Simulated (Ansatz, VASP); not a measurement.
HfN: VASP beside Ansatz

POSCAR

```
HfN
1.0
    3.0971365670      0.0000000000      0.0000000000
   -1.5485682835      2.6821989460      0.0000000000
    0.0000000000      0.0000000000      5.5880023186
Hf N
2 2
Direct
    0.6666666667      0.3333333333      0.7500000000
    0.3333333333      0.6666666667      0.2500000000
    0.0000000000      0.0000000000      0.0000000000
    0.0000000000      0.0000000000      0.5000000000
```

The input INCAR.step1:

```
SYSTEM = HfN
PREC = Accurate
ENCUT = 520
ISMEAR = 0
SIGMA = 0.15
LREAL = .FALSE.
LASPH = .TRUE.
NELM = 100
NBANDS = 23
GGA = PE
ALGO = Normal
EDIFF = 1E-4
LWAVE = .TRUE.
LCHARG = .FALSE.
```

Contents of INCAR.step2:

```
SYSTEM = HfN
PREC = Accurate
ENCUT = 520
EDIFF = 1E-7
ISMEAR = 0
SIGMA = 0.15
LREAL = .FALSE.
LASPH = .TRUE.
NELM = 100
ALGO = Normal
ISIF = 2
LWAVE = .FALSE.
LCHARG = .TRUE.
METAGGA = R2SCAN
LMIXTAU = .TRUE.
LELF = .TRUE.
LVHAR = .TRUE.
NBANDS = 23
ISTART = 1
```

KPOINTS

```
Automatic mesh
0
G
  18 18 10
  0 0 0
```

Input for Ansatz:

```yaml
crystal:
  lattice:
    - [3.097136567, 0.0, 0.0]
    - [-1.5485682835, 2.682198946, 0.0]
    - [0.0, 0.0, 5.5880023186]
  atoms:
    - { symbol: Hf, position: [0.6666666667, 0.3333333333, 0.75] }
    - { symbol: Hf, position: [0.3333333333, 0.6666666667, 0.25] }
    - { symbol: "N", position: [0.0, 0.0, 0.0] }
    - { symbol: "N", position: [0.0, 0.0, 0.5] }
basis:
  ecutwfc: 500
kpoints:
  mp_grid: { grid: [18, 18, 10] }
hamiltonian:
  xc: r2scan
scf:
  occupations: { method: gaussian, width: 0.15 }
output:
  forces: true
  stress: true
  eigenvalues: true
```

Change from the starting cell: strain -0.015 along x and y, +0.030 along z, atoms carried along.

Alike in both runs: task single point; functional r2SCAN; k mesh 18 × 18 × 10; occupations gaussian, width 0.15 eV; no spin polarisation.

|  | VASP | Ansatz |
| --- | --- | --- |
| version | VASP 6.6.1 | Ansatz 0.2.0 |
| potentials or method | VASP PAW PBE potentials, release 64 (Hf_pv, N), cutoff 520 eV | scalar-relativistic, plane waves, PAW |
| valence electrons in the cell | 30 | 62 |

VASP gave:

* gap on the k mesh at the Fermi level (eV): none
* pressure (GPa): -2.3
* traceless stress, the component that is largest in VASP (GPa): -13.01

Question: Estimate Ansatz's values.

Answer: gap on the k mesh at the Fermi level (eV): none; pressure (GPa): 0.3; traceless stress, the component that is largest in VASP (GPa): -12.93.

VASP's potentials were made for PBE, not for r2SCAN. A gap of «none» marks a metal or a gap that the smearing closes. VASP's potentials hold 30 valence electrons a cell and Ansatz's 62, so a difference there can come from the potentials and not from the codes.

Spin-orbit coupling is off throughout.
